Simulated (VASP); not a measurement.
Set up this calculation in VASP 6.6.1, as the native input.

| Property | Result |
| --- | --- |
| Task | single point |
| Functional | PBE |
| Potentials or basis | VASP PAW PBE potentials, release 64 (Ca_sv, Zn, In_d, C, N) |
| Cutoff | 600 eV |
| k mesh | 4 × 4 × 4 |
| Occupations | gaussian, width 0.1 eV |
| Spin | no spin polarisation |
| Dipole correction | no |
| Further INCAR settings | ALGO = Normal; EDIFF = 1e-06; NBANDS = 58 |

The structure of CaZnInC6N6 lies in POSCAR:

```
CaZnInC6N6
1.0
    0.0000000000      5.1785000000      5.1785000000
    5.1785000000      0.0000000000      5.1785000000
    5.1785000000      5.1785000000      0.0000000000
Ca Zn In C N
1 1 1 6 6
Direct
    0.7500000000      0.7500000000      0.7500000000
    0.5000000000      0.5000000000      0.5000000000
    0.0000000000      0.0000000000      0.0000000000
    0.8067973400      0.1932026600      0.1932026600
    0.1932026600      0.1932026600      0.8067973400
    0.8067973400      0.1932026600      0.8067973400
    0.1932026600      0.8067973400      0.8067973400
    0.8067973400      0.8067973400      0.1932026600
    0.1932026600      0.8067973400      0.1932026600
    0.6938302600      0.3061697400      0.3061697400
    0.3061697400      0.3061697400      0.6938302600
    0.6938302600      0.3061697400      0.6938302600
    0.3061697400      0.6938302600      0.6938302600
    0.6938302600      0.6938302600      0.3061697400
    0.3061697400      0.6938302600      0.3061697400
```

The input as run:

INCAR

```
SYSTEM = CaZnInC6N6
  ALGO = Normal
  EDIFF = 1E-6
  ENCUT = 600
  GGA = PE
  GGA_COMPAT = .FALSE.
  ISIF = 2
  ISMEAR = 0
  LASPH = .TRUE.
  LCHARG = .TRUE.
  LELF = .TRUE.
  LREAL = .FALSE.
  LVHAR = .TRUE.
  LWAVE = .FALSE.
  NBANDS = 58
  NELM = 120
  PREC = Accurate
  SIGMA = 0.1
```

KPOINTS

```
k-points
0
G
  4 4 4
  0 0 0
```

Potentials or basis: VASP PAW PBE potentials, release 64 (Ca_sv, Zn, In_d, C, N).

Run with:

```console
$ cat potpaw_PBE.64/Ca_sv/POTCAR potpaw_PBE.64/Zn/POTCAR potpaw_PBE.64/In_d/POTCAR potpaw_PBE.64/C/POTCAR potpaw_PBE.64/N/POTCAR > POTCAR
$ mpirun -np 1 vasp_std > vasp.out
```

Results of the run:

* Pressure: 17.0 GPa
* Largest force: 5.455 eV/Å
* Band gap on the k mesh: zero (an odd number of electrons rules out a gap without spin polarisation)

Caveat: the cell stands under pressure; spin-orbit coupling is left out, which moves the levels of the heavy elements; an odd number of electrons without spin polarisation forces a metal; a magnetic or distorted state may lie lower.

It took 4.5 min on 1 thread of Intel Xeon 8259CL, with other jobs on the host, peak memory 0.58 GiB.
